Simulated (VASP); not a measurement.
# Ni (Fm-3m) in VASP: further runs

Runs on Ni. Level: revPBE. Tasks: single point.

Everything below comes from runs of VASP 6.6.1. Logs are shortened: lines on timing, memory, paths and dates and some standing lists are left out, and cuts for length are marked.

### 1 The cell of the first run

It takes space group Fm-3m (No. 225, cubic). The conventional cell has a = 3.496 Å, b = 3.496 Å, c = 3.496 Å, α = 90.00°, β = 90.00°, γ = 90.00°. Within 3.3 Å of Ni (site symmetry m-3m) lie 12 Ni at 2.47 Å.

### 2 Single point, revPBE, collinear spin, ferromagnetic start (volume scaled by 0.96)

The input, INCAR:

```
SYSTEM = Ni
PREC = Accurate
ENCUT = 520
EDIFF = 1E-6
ISMEAR = -1
SIGMA = 0.05
LREAL = .False.
LASPH = .True.
NELM = 150
ALGO = Normal
ISIF = 2
LWAVE = .False.
LCHARG = .False.
ISPIN = 2
MAGMOM = 0.685
LORBIT = 11
LMAXMIX = 4
GGA = RE
NBANDS = 15
```

The input, KPOINTS:

```
regular mesh
0
Gamma
  25 25 25
  0 0 0
```

The input, POSCAR:

```
Ni
1.0
    0.0000000000      1.7478867891      1.7478867891
    1.7478867891      0.0000000000      1.7478867891
    1.7478867891      1.7478867891      0.0000000000
Ni
1
Direct
    0.0000000000      0.0000000000      0.0000000000
```

Potentials or basis: VASP PAW PBE potentials, release 64 (Ni).

Run with:

```console
$ cat potpaw_PBE.64/Ni/POTCAR > POTCAR
$ mpirun -np 1 vasp_std > vasp.out
```

OUTCAR:

```text
SYSTEM = Ni
   PREC = Accurate
   ENCUT = 520
   EDIFF = 1E-6
   ISMEAR = -1
   LREAL = .False.
   LASPH = .True.
   NELM = 150
   ISIF = 2
   ISPIN = 2
   LORBIT = 11
   GGA = RE

 ion  position               nearest neighbor table
   1  0.000  0.000  0.000-

  LATTYP: Found a face centered cubic cell.
 ALAT       =     3.4957735782

  Lattice vectors:

 A1 = (   0.0000000000,   1.7478867891,   1.7478867891)
 A2 = (   1.7478867891,   0.0000000000,   1.7478867891)
 A3 = (   1.7478867891,   1.7478867891,   0.0000000000)

Analysis of symmetry for initial positions (statically):
=====================================================================
 Subroutine PRICEL returns:
 Original cell was already a primitive cell.

 Routine SETGRP: Setting up the symmetry group for a
 face centered cubic supercell.

 Subroutine GETGRP returns: Found 48 space group operations
 (whereof 48 operations were pure point group operations)
 out of a pool of 48 trial point group operations.

The static configuration has the point symmetry O_h .

Analysis of symmetry for dynamics (positions and initial velocities):
=====================================================================
 Subroutine PRICEL returns:
 Original cell was already a primitive cell.

 Routine SETGRP: Setting up the symmetry group for a
 face centered cubic supercell.

 Subroutine GETGRP returns: Found 48 space group operations
 (whereof 48 operations were pure point group operations)
 out of a pool of 48 trial point group operations.

The dynamic configuration has the point symmetry O_h .

Analysis of structural, dynamic, and magnetic symmetry:
=====================================================================
 Subroutine PRICEL returns:
 Original cell was already a primitive cell.

 Routine SETGRP: Setting up the symmetry group for a
 face centered cubic supercell.

 Subroutine GETGRP returns: Found 48 space group operations
 (whereof 48 operations were pure point group operations)
 out of a pool of 48 trial point group operations.

The overall configuration has the point symmetry O_h .

 Subroutine INISYM returns: Found 48 space group operations
 (whereof 48 operations are pure point group operations),
 and found     1 'primitive' translations

----------------------------------------------------------------------------------------

                                     Primitive cell

  volume of cell :      10.6800

  direct lattice vectors                    reciprocal lattice vectors
     0.000000000  1.747886789  1.747886789    -0.286059717  0.286059717  0.286059717
[... 123 lines left out ...]
 Free energy of the ion-electron system (eV)
  ---------------------------------------------------
  ext. energy  EPLUGINS =         0.00000000
  ---------------------------------------------------
  free energy    TOTEN  =        -5.05828566 eV

  energy without entropy =       -5.04450673  energy(sigma->0) =       -5.05139619

 E-fermi :   9.7520     XC(G=0): -13.2760

 val. band max:        9.7510347418   @ k =   0.3600   0.1200   0.0400
 cond. band min:       9.7526050095   @ k =   0.4400   0.1200   0.0400
 fundamental gap:      0.0015702676
 Fermi energy:         9.7520214404

 spin component 1

 k-point     1 :       0.0000    0.0000    0.0000
  band No.  band energies     occupation
      1       0.6226      1.00000
      2       7.2642      1.00000
      3       7.2642      1.00000
      4       7.2642      1.00000
      5       8.4704      1.00000
      6       8.4704      1.00000
      7      33.6049      0.00000
      8      37.6591      0.00000
      9      37.6591      0.00000
     10      37.6591      0.00000
     11      40.6534      0.00000
     12      40.6534      0.00000
     13      40.6534      0.00000
     14      43.5049      0.00000
[... 403 lines left out ...]
      4       8.3300      1.00000
      5       9.1044      1.00000
      6       9.3792      0.99942
      7      16.8406      0.00000
      8      31.9867      0.00000
      9      33.8304      0.00000
     10      34.8377      0.00000
     11      38.1684      0.00000
     12      38.9459      0.00000
     13      44.1422      0.00000
     14      53.2008      0.00000
     15      55.4198      0.00000

 [... further k-points ...]

 spin component 2

 k-point     1 :       0.0000    0.0000    0.0000
  band No.  band energies     occupation
      1       0.5680      1.00000
      2       8.0255      1.00000
      3       8.0255      1.00000
      4       8.0255      1.00000
      5       9.0557      1.00000
      6       9.0557      1.00000
      7      33.4168      0.00000
      8      37.6172      0.00000
      9      37.6172      0.00000
     10      37.6172      0.00000
     11      40.7306      0.00000
     12      40.7306      0.00000
     13      40.7306      0.00000
     14      43.3688      0.00000
[... 403 lines left out ...]
      4       8.5732      1.00000
      5       9.8602      0.10312
      6       9.9778      0.01083
      7      17.1661      0.00000
      8      31.8413      0.00000
      9      33.8959      0.00000
     10      34.9117      0.00000
     11      38.1704      0.00000
     12      38.9631      0.00000
     13      44.2315      0.00000
     14      53.3437      0.00000
     15      55.8526      0.00000

 [... further k-points ...]

------------------------ aborting loop because EDIFF is reached ----------------------------------------

  FORCE on cell =-STRESS in cart. coord.  units (eV):
  Direction    XX          YY          ZZ          XY          YZ          ZX
  --------------------------------------------------------------------------------------
  -------------------------------------------------------------------------------------
  Total        0.5527156      0.5527156      0.5527156     -0.0000000     -0.0000000      0.0000000
  in kB       82.9167817     82.9167817     82.9167817     -0.0000000     -0.0000000      0.0000000
  external PRESSURE =      82.9167817 kB  Pullay stress =       0.0000000 kB

 VOLUME and BASIS-vectors are now :
 -----------------------------------------------------------------------------
  energy-cutoff  :      520.00
  volume of cell :       10.68
      direct lattice vectors                 reciprocal lattice vectors
     0.000000000  1.747886789  1.747886789    -0.286059717  0.286059717  0.286059717
     1.747886789  0.000000000  1.747886789     0.286059717 -0.286059717  0.286059717
     1.747886789  1.747886789  0.000000000     0.286059717  0.286059717 -0.286059717

 POSITION                                       TOTAL-FORCE (eV/Angst)
 -----------------------------------------------------------------------------------
      0.00000      0.00000      0.00000        -0.000000     -0.000000      0.000000
 -----------------------------------------------------------------------------------
    total drift:                                0.000000     -0.000000      0.000000

  FREE ENERGIE OF THE ION-ELECTRON SYSTEM (eV)
  ---------------------------------------------------
  free  energy   TOTEN  =        -5.0582856562 eV

  energy  without entropy=       -5.0445067289  energy(sigma->0) =       -5.05139619

 total charge

# of ion       s       p       d       tot
------------------------------------------
    1        0.504   0.514   8.320   9.339

 magnetization (x)

# of ion       s       p       d       tot
------------------------------------------
    1       -0.007  -0.027   0.665   0.631
```

stdout:

```text
POSCAR found type information on POSCAR Ni
 POSCAR found :  1 types and       1 ions
 scaLAPACK will be used
 -----------------------------------------------------------------------------
|                                                                             |
|                                                                             |
|     You enforced a specific xc type in the INCAR file but a different       |
|     I HOPE YOU KNOW WHAT YOU ARE DOING!                                     |
|                                                                             |
 -----------------------------------------------------------------------------

 LDA part: xc-table for (Slater+PW92), standard interpolation
 POSCAR, INCAR and KPOINTS ok, starting setup
 FFT: planning ... GRIDC
 FFT: planning ... GRID_SOFT
 FFT: planning ... GRID
 WAVECAR not read
 entering main loop
```

It took 3.1 min on 1 thread of AMD EPYC 7R13, shared host; peak memory 0.18 GiB.

What came out:

* Free energy: -5.0583 eV
* Pressure: 8.3 GPa
* Net moment: 0.62 μB per cell
* Site moments: Ni +0.63 μB
* Valence electrons inside the program's atomic spheres: Ni 9.34

Caveat: the PAW data sets were made with another functional, which shifts forces and pressure a little.

(Continued in part 2 of 2.)
